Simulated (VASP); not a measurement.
# Zn5Se3S2 (I-4m2) in VASP: notebook

Runs on Zn5Se3S2. Level: PBE. Tasks: single point.

Everything below comes from runs of VASP 6.6.1. Logs are shortened: lines on timing, memory, paths and dates and some standing lists are left out, and cuts for length are marked.

### Step 1. The cell of the first run

The structure is tetragonal, space group I-4m2 (No. 119). Conventional cell: a = 3.973 Å, b = 3.973 Å, c = 28.064 Å, α = 90.00°, β = 90.00°, γ = 90.00°. Zn (site symmetry 2mm) has 2 S at 2.38 Å and 2 Se at 2.47 Å within 3.1 Å. Within 3.3 Å of Zn (site symmetry 2mm) lie 4 Se at 2.47 Å. Zn (site symmetry -4m2) has 4 S at 2.38 Å within 3.1 Å. Se (site symmetry 2mm) has 4 Zn at 2.47 Å within 3.3 Å. Se (site symmetry -4m2) has 4 Zn at 2.47 Å within 3.3 Å. S (site symmetry 2mm) has 4 Zn at 2.38 Å within 3.1 Å.

### Step 2. Single point, PBE

INCAR reads:

```
SYSTEM = Zn5Se3S2
PREC     = Accurate       ! precision mode
ENCUT    = 520            ! plane-wave cutoff, eV
EDIFF    = 1E-7           ! SCF threshold, eV
ISMEAR   = 0              ! smearing method
SIGMA    = 0.1            ! smearing width, eV
LREAL    = .False.        ! projectors in reciprocal space
LASPH    = .True.         ! aspherical terms in the spheres
NELM     = 100            ! most SCF steps
ALGO     = Normal         ! electronic algorithm
ISIF     = 2              ! what is computed and relaxed
LWAVE    = .False.        ! write WAVECAR
LCHARG   = .False.        ! write CHGCAR
GGA      = PE             ! functional
NBANDS   = 56             ! bands
```

KPOINTS reads:

```
Automatic mesh
0
Gamma
  4 4 4
  0 0 0
```

POSCAR reads:

```
Zn5Se3S2
1.0
    0.0000000000     -3.9728438000      0.0000000000
    3.9728438000      0.0000000000      0.0000000000
   -1.9864219000      1.9864219000     14.0318420000
Zn Se S
5 3 2
Direct
    0.5935220000      0.5935220000      0.1870440000
    0.1977890000      0.1977890000      0.3955780000
    0.8022110000      0.8022110000      0.6044220000
    0.4064780000      0.4064780000      0.8129560000
    0.0000000000      0.0000000000      0.0000000000
    0.1456930000      0.6456930000      0.2913860000
    0.7500000000      0.2500000000      0.5000000000
    0.3543070000      0.8543070000      0.7086140000
    0.9532590000      0.4532590000      0.9065180000
    0.5467410000      0.0467410000      0.0934820000
```

Potentials or basis: VASP PAW PBE potentials, release 64 (Zn, Se, S).

Launch:

```
$ cat potpaw_PBE.64/Zn/POTCAR potpaw_PBE.64/Se/POTCAR potpaw_PBE.64/S/POTCAR > POTCAR
$ mpirun -np 1 vasp_std > vasp.out
```

OUTCAR:

```text
SYSTEM = Zn5Se3S2
   PREC = Accurate
   ENCUT = 520
   EDIFF = 1E-7
   ISMEAR = 0
   LREAL = .False.
   LASPH = .True.
   NELM = 100
   ISIF = 2
   GGA = PE

 ion  position               nearest neighbor table
   1  0.594  0.594  0.187-  10 2.38  10 2.38   6 2.47   6 2.47
   2  0.198  0.198  0.396-   6 2.47   6 2.47   7 2.47   7 2.47
   3  0.802  0.802  0.604-   8 2.47   8 2.47   7 2.47   7 2.47
   4  0.406  0.406  0.813-   9 2.38   9 2.38   8 2.47   8 2.47
   5  0.000  0.000  0.000-  10 2.38   9 2.38  10 2.38   9 2.38
   6  0.146  0.646  0.291-   2 2.47   2 2.47   1 2.47   1 2.47
   7  0.750  0.250  0.500-   3 2.47   2 2.47   3 2.47   2 2.47
   8  0.354  0.854  0.709-   3 2.47   3 2.47   4 2.47   4 2.47
   9  0.953  0.453  0.907-   5 2.38   5 2.38   4 2.38   4 2.38
  10  0.547  0.047  0.093-   5 2.38   5 2.38   1 2.38   1 2.38

  LATTYP: Found a body centered tetragonal cell.
 ALAT       =     3.9728438000
 C/A-ratio  =     7.0638780211

  Lattice vectors:

 A1 = (  -1.9864219000,  -1.9864219000, -14.0318420000)
 A2 = (   1.9864219000,   1.9864219000, -14.0318420000)
 A3 = (   1.9864219000,  -1.9864219000,  14.0318420000)

Analysis of symmetry for initial positions (statically):
=====================================================================
 Subroutine PRICEL returns:
 Original cell was already a primitive cell.

 Routine SETGRP: Setting up the symmetry group for a
 body centered tetragonal supercell.

 Subroutine GETGRP returns: Found  8 space group operations
 (whereof  8 operations were pure point group operations)
 out of a pool of 16 trial point group operations.

The static configuration has the point symmetry D_2d.

Analysis of symmetry for dynamics (positions and initial velocities):
=====================================================================
 Subroutine PRICEL returns:
 Original cell was already a primitive cell.

 Routine SETGRP: Setting up the symmetry group for a
 body centered tetragonal supercell.

 Subroutine GETGRP returns: Found  8 space group operations
 (whereof  8 operations were pure point group operations)
 out of a pool of 16 trial point group operations.

The dynamic configuration has the point symmetry D_2d.

[... 106 lines left out ...]
   IBRION =     -1    ionic relax: 0-MD 1-quasi-New 2-CG
   NFREE  =      0    steps in history (QN), initial steepest desc. (CG)
   ISIF   =      2    stress and relaxation
   ISYM   =      2    0-nonsym 1-usesym 2-fastsym
   POTIM  = 0.5000    time-step for ionic-motion
   TEBEG  =    0.0;   TEEND  =   0.0 temperature during run
   PSTRESS=    0.0 pullay stress
   NELECT =      90.0000    total number of electrons
   NUPDOWN=      -1.0000    fix difference up-down
   EMIN   =  10.00;   EMAX   =-10.00  energy-range for DOS
   EFERMI =   0.00;   METHOD = LEGACY
   ISMEAR =     0;   SIGMA  =   0.10  broadening in eV -4-tet -1-fermi 0-gaus
   EFERMI_NEDOS =   21; number of points for ismear=-14 and -15
   IALGO  =     38    algorithm
   IMIX   =      4    mixing-type and parameters
     AMIX     =   0.40;   BMIX     =  1.00
     AMIX_MAG =   1.60;   BMIX_MAG =  1.00
  volume/ion in A,a.u.               =      22.15       149.46
  Fermi-wavevector in a.u.,A,eV,Ry     =   1.212597  2.291476 20.005887  1.470391
  Thomas-Fermi vector in A             =   2.348076
   LORBIT       =      0    0 simple, 1 ext, 2 COOP (PROOUT), +10 PAW based schemes
   GGA     = PE    functional components
   LHFCALC =     F    Hartree Fock is set to
   AEXX    =    0.0000 exact exchange contribution
   IVDW    =     0    specifies the selected vdW correction
   LEPSILON=     F    determine dielectric tensor
   LRPA    =     F    only Hartree local field effects (RPA)
 non-spin polarized calculation
 Gauss-broadening in eV      SIGMA  =   0.10
  energy-cutoff  :      520.00
  volume of cell :      221.47
 maximum number of plane-waves:      6028
 NGX is ok and might be reduce to    30

 number of electron      90.0000026 magnetization

 Free energy of the ion-electron system (eV)
  ---------------------------------------------------
  ext. energy  EPLUGINS =         0.00000000
  ---------------------------------------------------
  free energy    TOTEN  =       -31.62634301 eV

  energy without entropy =      -31.62634301  energy(sigma->0) =      -31.62634301

 E-fermi :   2.0635     XC(G=0):  -9.3074

 val. band max:        1.6357664974   @ k =   0.0000   0.0000   0.0000
 cond. band min:       3.0216282414   @ k =   0.0000   0.0000   0.0000
 fundamental gap:      1.3858617441
 Fermi energy:         2.0634753793

 k-point     1 :       0.0000    0.0000    0.0000
  band No.  band energies     occupation
      1     -11.4723      2.00000
      2     -11.1389      2.00000
      3     -11.1283      2.00000
      4     -10.5388      2.00000
      5     -10.5027      2.00000
      6      -4.8789      2.00000
[... 756 lines left out ...]
     55       7.1249      0.00000
     56       7.9636      0.00000

------------------------ aborting loop because EDIFF is reached ----------------------------------------

  FORCE on cell =-STRESS in cart. coord.  units (eV):
  Direction    XX          YY          ZZ          XY          YZ          ZX
  --------------------------------------------------------------------------------------
  -------------------------------------------------------------------------------------
  Total        0.5697718      0.5697718      0.0713465      0.0000000      0.0000000      0.0000000
  in kB        4.1218662      4.1218662      0.5161374      0.0000000      0.0000000      0.0000000
  external PRESSURE =       2.9199566 kB  Pullay stress =       0.0000000 kB

 VOLUME and BASIS-vectors are now :
 -----------------------------------------------------------------------------
  energy-cutoff  :      520.00
  volume of cell :      221.47
      direct lattice vectors                 reciprocal lattice vectors
     0.000000000 -3.972843800  0.000000000     0.000000000 -0.251708864  0.035633240
     3.972843800  0.000000000  0.000000000     0.251708864  0.000000000  0.035633240
    -1.986421900  1.986421900 14.031842000     0.000000000  0.000000000  0.071266481

 POSITION                                       TOTAL-FORCE (eV/Angst)
 -----------------------------------------------------------------------------------
      1.98642     -1.98642      2.62457         0.000000      0.000000      0.001041
      0.00000      0.00000      5.55069        -0.000000      0.000000      0.002141
      1.98642     -1.98642      8.48115         0.000000     -0.000000     -0.002141
      0.00000      0.00000     11.40727         0.000000     -0.000000     -0.001041
      0.00000      0.00000      0.00000         0.000000      0.000000      0.000000
      1.98642      0.00000      4.08868        -0.000000      0.000000     -0.004195
      0.00000     -1.98642      7.01592         0.000000      0.000000      0.000000
      1.98642      0.00000      9.94316         0.000000     -0.000000      0.004195
      0.00000     -1.98642     12.72012        -0.000000      0.000000      0.002533
     -0.00000     -1.98642      1.31172         0.000000     -0.000000     -0.002533
 -----------------------------------------------------------------------------------
    total drift:                               -0.000002     -0.000002      0.000000

  FREE ENERGIE OF THE ION-ELECTRON SYSTEM (eV)
  ---------------------------------------------------
  free  energy   TOTEN  =       -31.6263430138 eV

  energy  without entropy=      -31.6263430137  energy(sigma->0) =      -31.62634301
```

stdout:

```text
POSCAR found type information on POSCAR ZnSeS
 POSCAR found :  3 types and      10 ions
 scaLAPACK will be used
 LDA part: xc-table for (Slater+PW92), standard interpolation
 POSCAR, INCAR and KPOINTS ok, starting setup
 FFT: planning ... GRIDC
 FFT: planning ... GRID_SOFT
 FFT: planning ... GRID
 WAVECAR not read
 entering main loop
```

Wall time 1.9 min (1 thread of Intel Xeon 6975P-C (Granite Rapids), shared host); peak memory 0.37 GiB.

What came out:

```yaml
Free_energy: -31.6263 eV
Pressure: 0.3 GPa
Largest_force: 0.004 eV/Å
Band_gap_on_the_k_mesh: 1.39 eV, direct
```

Forces in eV/Å, atoms in the order of the input:
```
Zn   0.000  0.000  0.001
Zn   0.000  0.000  0.002
Zn   0.000  0.000 -0.002
Zn   0.000  0.000 -0.001
Zn   0.000  0.000  0.000
Se   0.000  0.000 -0.004
Se   0.000  0.000  0.000
Se   0.000  0.000  0.004
S    0.000  0.000  0.003
S    0.000  0.000 -0.003
```

A k mesh can miss the band edges.

### Step 3. Single point, PBE

This run uses another cell than the first one, of the same volume but with other edges.

INCAR reads:

```
  ALGO = Normal
  EDIFF = 1E-6
  ENCUT = 520
  GGA = PE
  ISIF = 2
  ISMEAR = 0
  LASPH = True
  LCHARG = True
  LELF = True
  LREAL = False
  LVHAR = True
  LWAVE = False
  NBANDS = 56
  NELM = 80
  PREC = Accurate
  SIGMA = 0.1
```

KPOINTS reads:

```
k-points
0
Gamma
  6 6 6
```

POSCAR reads:

```
Zn5Se3S2
1.0
   -1.9864219000      1.9864219000     14.0318420000
    1.9864219000     -1.9864219000     14.0318420000
    1.9864219000      1.9864219000    -14.0318420000
Zn Se S
5 3 2
Direct
    0.5935220000      0.5935220000      0.0000000000
    0.1977890000      0.1977890000      0.0000000000
    0.8022110000      0.8022110000      0.0000000000
    0.4064780000      0.4064780000      0.0000000000
    0.0000000000      0.0000000000      0.0000000000
    0.1456930000      0.6456930000      0.5000000000
    0.7500000000      0.2500000000      0.5000000000
    0.3543070000      0.8543070000      0.5000000000
    0.9532590000      0.4532590000      0.5000000000
    0.5467410000      0.0467410000      0.5000000000
```

Potentials or basis: VASP PAW PBE potentials, release 64 (Zn, Se, S).

Launch:

```
$ cat potpaw_PBE.64/Zn/POTCAR potpaw_PBE.64/Se/POTCAR potpaw_PBE.64/S/POTCAR > POTCAR
$ mpirun -np 1 vasp_std > vasp.out
```

Wall time 51 min (1 thread of Intel Xeon 6975P-C (Granite Rapids), shared host); peak memory 2.1 GiB.

Results (log left out):

```yaml
Free_energy: -31.7159 eV
Pressure: 0.2 GPa
Band_gap_on_the_k_mesh: 1.39 eV, direct
```

Forces on the atoms (eV/Å):
```
Zn   0.000  0.000 -0.001
Zn   0.000  0.000  0.002
Zn   0.000  0.000 -0.002
Zn   0.000  0.000  0.001
Zn   0.000  0.000  0.000
Se   0.000  0.000 -0.002
Se   0.000  0.000  0.000
Se   0.000  0.000  0.002
S    0.000  0.000  0.001
S    0.000  0.000 -0.001
```

Levels at points of the mesh, in eV from the valence-band top:
| k point | band 41 | band 42 | band 43 | band 44 | band 45 | band 46 | band 47 | band 48 | band 49 | band 50 |
| --- | --- | --- | --- | --- | --- | --- | --- | --- | --- | --- |
| (0.00, 0.00, 0.00) | -0.80 | -0.80 | -0.10 | 0.00 | 0.00 | 1.39 | 3.23 | 3.30 | 3.60 | 3.62 |
| (0.50, 0.00, 0.00) | -1.35 | -0.91 | -0.65 | -0.63 | -0.63 | 2.68 | 3.18 | 3.27 | 4.04 | 4.15 |
| (0.50, 0.50, 0.00) | -2.32 | -2.32 | -2.24 | -2.16 | -2.12 | 3.12 | 3.61 | 3.65 | 3.75 | 3.99 |
| (0.50, 0.50, 0.50) | -0.95 | -0.46 | -0.46 | -0.13 | -0.13 | 2.31 | 2.44 | 3.12 | 3.44 | 3.81 |

A k mesh can miss the band edges. As with any semilocal functional, this PBE gap is likely too small.
